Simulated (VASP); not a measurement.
# WS2 in VASP: settings compared, part 2 of 2

VASP 6.6.1.

## Step 3: Single point, LDA

This run uses another cell than the first one, of 25.72 Å³/atom, 1.428 times its volume.

INCAR

```
  PREC = Accurate
  ENCUT = 520
  EDIFF = 1E-7
  ISMEAR = 0
  SIGMA = 0.02
  LREAL = False
  LASPH = True
  NELM = 80
  ALGO = Normal
  ISIF = 2
  LWAVE = False
  LCHARG = True
  LELF = True
  LVHAR = True
  NBANDS = 49
```

KPOINTS

```
regular mesh
0
Gamma
  12 12 1
```

POSCAR

```
WS2
1.0
    3.1263045199      0.0000000000      0.0000000000
   -1.5631522600      2.7074591342      0.0000000000
    0.0000000000      0.0000000000     27.3491941253
W S
3 6
Direct
    0.6666666667      0.3333333333      0.6596847137
    0.3333333333      0.6666666667      0.8820254085
    0.3333333333      0.6666666667      0.4374676960
    0.6666666667      0.3333333333      0.9390600409
    0.6666666667      0.3333333333      0.4945972759
    0.3333333333      0.6666666667      0.7168046024
    0.6666666667      0.3333333333      0.8248950048
    0.6666666667      0.3333333333      0.3804343425
    0.3333333333      0.6666666667      0.6025649053
```

Potentials or basis: VASP PAW LDA potentials, release 64 (W_sv, S).

Started as:

```
cat potpaw_LDA.64/W_sv/POTCAR potpaw_LDA.64/S/POTCAR > POTCAR
mpirun -np 1 vasp_std > vasp.out
```

It took 13 min on 1 thread of AMD EPYC 7R13, shared host; peak memory 0.34 GiB.

It converged, with:

| Quantity | Value |
| --- | --- |
| Free energy | -78.6775 eV |
| Largest force | 0.051 eV/Å |
| Band gap on the k mesh | 1.11 eV, indirect (least direct gap 1.92 eV) |

Forces on the atoms (eV/Å):
```
W    0.000  0.000  0.001
W    0.000  0.000  0.001
W    0.000  0.000 -0.001
S    0.000  0.000  0.050
S    0.000  0.000  0.050
S    0.000  0.000  0.050
S    0.000  0.000 -0.051
S    0.000  0.000 -0.050
S    0.000  0.000 -0.049
```

Levels at points of the mesh, in eV from the valence-band top:
```tsv
k point	band 37	band 38	band 39	band 40	band 41	band 42
(0.00, 0.00, 0.00)	-1.04	-0.39	0.00	2.44	2.44	2.45
(0.50, 0.00, 0.00)	-1.61	-1.52	-1.47	2.47	2.49	2.50
```

Caveat: spin-orbit coupling is left out, which moves the levels of the heavy elements.

## Step 4: Single point, PBEsol

This run uses another cell than the first one, of 27.01 Å³/atom, 1.500 times its volume.

INCAR

```
SYSTEM = WS2
PREC = Accurate ; ENCUT = 520
EDIFF = 1E-7 ; ISMEAR = 0
SIGMA = 0.02 ; LREAL = .False.
LASPH = .True. ; NELM = 80
ALGO = Normal ; ISIF = 2
LWAVE = .False. ; LCHARG = .False.
GGA = PS ; NBANDS = 49
```

KPOINTS

```
regular mesh
0
Gamma
  12 12 1
  0 0 0
```

POSCAR

```
WS2
1.0
    3.1459712924      0.0000000000      0.0000000000
   -1.5729856462      2.7244910588      0.0000000000
    0.0000000000      0.0000000000     28.3645493537
W S
3 6
Direct
    0.6666666667      0.3333333333      0.6597619260
    0.3333333333      0.6666666667      0.8838089454
    0.3333333333      0.6666666667      0.4356071384
    0.6666666667      0.3333333333      0.9390346226
    0.6666666667      0.3333333333      0.4908744960
    0.3333333333      0.6666666667      0.7150252664
    0.6666666667      0.3333333333      0.8285414129
    0.6666666667      0.3333333333      0.3803817280
    0.3333333333      0.6666666667      0.6044984541
```

Potentials or basis: VASP PAW PBE potentials, release 64 (W_sv, S).

Started as:

```
cat potpaw_PBE.64/W_sv/POTCAR potpaw_PBE.64/S/POTCAR > POTCAR
mpirun -np 1 vasp_std > vasp.out
```

OUTCAR:

```text
SYSTEM = WS2
   PREC = Accurate
   ENCUT = 520
   EDIFF = 1E-7
   ISMEAR = 0
   LREAL = .False.
   LASPH = .True.
   NELM = 80
   ISIF = 2
   GGA = PS

 ion  position               nearest neighbor table
   1  0.667  0.333  0.660-   6 2.40   6 2.40   6 2.40   9 2.40   9 2.40   9 2.40
   2  0.333  0.667  0.884-   4 2.40   4 2.40   4 2.40   7 2.40   7 2.40   7 2.40
   3  0.333  0.667  0.436-   8 2.40   8 2.40   8 2.40   5 2.40   5 2.40   5 2.40
   4  0.667  0.333  0.939-   2 2.40   2 2.40   2 2.40
   5  0.667  0.333  0.491-   3 2.40   3 2.40   3 2.40
   6  0.333  0.667  0.715-   1 2.40   1 2.40   1 2.40
   7  0.667  0.333  0.829-   2 2.40   2 2.40   2 2.40
   8  0.667  0.333  0.380-   3 2.40   3 2.40   3 2.40
   9  0.333  0.667  0.604-   1 2.40   1 2.40   1 2.40

  LATTYP: Found a hexagonal cell.
 ALAT       =     3.1459712924
 C/A-ratio  =     9.0161500908

  Lattice vectors:

 A1 = (   3.1459712924,   0.0000000000,   0.0000000000)
 A2 = (  -1.5729856462,   2.7244910588,   0.0000000000)
 A3 = (   0.0000000000,   0.0000000000,  28.3645493537)

Analysis of symmetry for initial positions (statically):
[... 189 lines left out ...]
 k-point     1 :       0.0000    0.0000    0.0000
  band No.  band energies     occupation
      1     -71.4464      2.00000
      2     -71.4448      2.00000
      3     -71.4448      2.00000
      4     -35.7247      2.00000
      5     -35.7232      2.00000
      6     -35.7232      2.00000
[... 977 lines left out ...]
     48       6.6050      0.00000
     49       8.0949      0.00000

------------------------ aborting loop because EDIFF is reached ----------------------------------------

  FORCE on cell =-STRESS in cart. coord.  units (eV):
  Direction    XX          YY          ZZ          XY          YZ          ZX
  --------------------------------------------------------------------------------------
  -------------------------------------------------------------------------------------
  Total        0.1231775      0.1231775      0.1443994      0.0000000      0.0000000     -0.0000000
  in kB        0.8117571      0.8117571      0.9516124      0.0000000      0.0000000     -0.0000000
  external PRESSURE =       0.8583755 kB  Pullay stress =       0.0000000 kB

 VOLUME and BASIS-vectors are now :
 -----------------------------------------------------------------------------
  energy-cutoff  :      520.00
  volume of cell :      243.12
      direct lattice vectors                 reciprocal lattice vectors
     3.145971292  0.000000000  0.000000000     0.317866855  0.183520514  0.000000000
    -1.572985646  2.724491059  0.000000000     0.000000000  0.367041028  0.000000000
     0.000000000  0.000000000 28.364549354     0.000000000  0.000000000  0.035255275

 POSITION                                       TOTAL-FORCE (eV/Angst)
 -----------------------------------------------------------------------------------
      1.57299      0.90816     18.71385        -0.000000     -0.000000     -0.000246
     -0.00000      1.81633     25.06884        -0.000000      0.000000      0.000056
     -0.00000      1.81633     12.35580        -0.000000      0.000000      0.000193
      1.57299      0.90816     26.63529        -0.000000      0.000000      0.025347
      1.57299      0.90816     13.92343        -0.000000      0.000000      0.025540
     -0.00000      1.81633     20.28137         0.000000     -0.000000      0.024618
      1.57299      0.90816     23.50120        -0.000000     -0.000000     -0.025152
      1.57299      0.90816     10.78936         0.000000     -0.000000     -0.025500
     -0.00000      1.81633     17.14633         0.000000      0.000000     -0.024856
 -----------------------------------------------------------------------------------
    total drift:                               -0.000000     -0.000000     -0.000006

  FREE ENERGIE OF THE ION-ELECTRON SYSTEM (eV)
  ---------------------------------------------------
  free  energy   TOTEN  =       -75.8013835014 eV

  energy  without entropy=      -75.8013835014  energy(sigma->0) =      -75.80138350
```

stdout:

```text
POSCAR found type information on POSCAR W S
 POSCAR found :  2 types and       9 ions
 scaLAPACK will be used
 -----------------------------------------------------------------------------
|                                                                             |
|                                                                             |
|     You enforced a specific xc type in the INCAR file but a different       |
|     I HOPE YOU KNOW WHAT YOU ARE DOING!                                     |
|                                                                             |
 -----------------------------------------------------------------------------

 LDA part: xc-table for (Slater+PW92), standard interpolation
 POSCAR, INCAR and KPOINTS ok, starting setup
 FFT: planning ... GRIDC
 FFT: planning ... GRID_SOFT
 FFT: planning ... GRID
 WAVECAR not read
 entering main loop
```

Wall time 15 min (1 thread of AMD EPYC 7R13, shared host); peak memory 0.41 GiB.

What came out:

| Property | Result |
| --- | --- |
| Free energy | -75.8014 eV |
| Largest force | 0.026 eV/Å |
| Band gap on the k mesh | 1.35 eV, indirect (least direct gap 1.89 eV) |

Forces in eV/Å, atoms in the order of the input:
```
W    0.000  0.000  0.000
W    0.000  0.000  0.000
W    0.000  0.000  0.000
S    0.000  0.000  0.025
S    0.000  0.000  0.026
S    0.000  0.000  0.025
S    0.000  0.000 -0.025
S    0.000  0.000 -0.025
S    0.000  0.000 -0.025
```

Levels at points of the mesh, in eV from the valence-band top:
```csv
k point,band 35,band 36,band 37,band 38,band 39,band 40,band 41,band 42,band 43,band 44
"(0.00, 0.00, 0.00)",-1.95,-1.93,-0.80,-0.34,0.00,2.58,2.58,2.59,2.59,2.59
"(0.50, 0.00, 0.00)",-1.59,-1.54,-1.42,-1.37,-1.34,2.60,2.61,2.62,2.93,3.03
```

Caveat: the PAW data sets were made with another functional, which shifts forces and pressure a little; spin-orbit coupling is left out, which moves the levels of the heavy elements.

## Step 5: Overview

| level | potentials or basis | cell | gap on the mesh (eV) | largest force (eV/Å) |
| --- | --- | --- | --- | --- |
| PBE+D3(BJ) | VASP PAW PBE potentials, release 64 (W_sv, S) | a = 3.154, b = 3.154, c = 18.816 Å, angles 90.0, 90.0, 120.0°, 9 atoms | 1.09 | 0.01 |
| LDA | VASP PAW LDA potentials, release 64 (W_sv, S) | a = 3.126, b = 3.126, c = 27.349 Å, angles 90.0, 90.0, 120.0°, 9 atoms | 1.11 | 0.05 |
| PBEsol | VASP PAW PBE potentials, release 64 (W_sv, S) | a = 3.146, b = 3.146, c = 28.365 Å, angles 90.0, 90.0, 120.0°, 9 atoms | 1.35 | 0.03 |

Alike in all rows: task single point; no spin polarisation; k mesh 12 × 12 × 1; cutoff (eV) 520; smearing gaussian 0.02 eV.

Caveats: spin-orbit coupling is left out, which moves the levels of the heavy elements; the PAW data sets were made with another functional, which shifts forces and pressure a little (some runs).

Absolute energies hang on the potentials; compare differences alone.
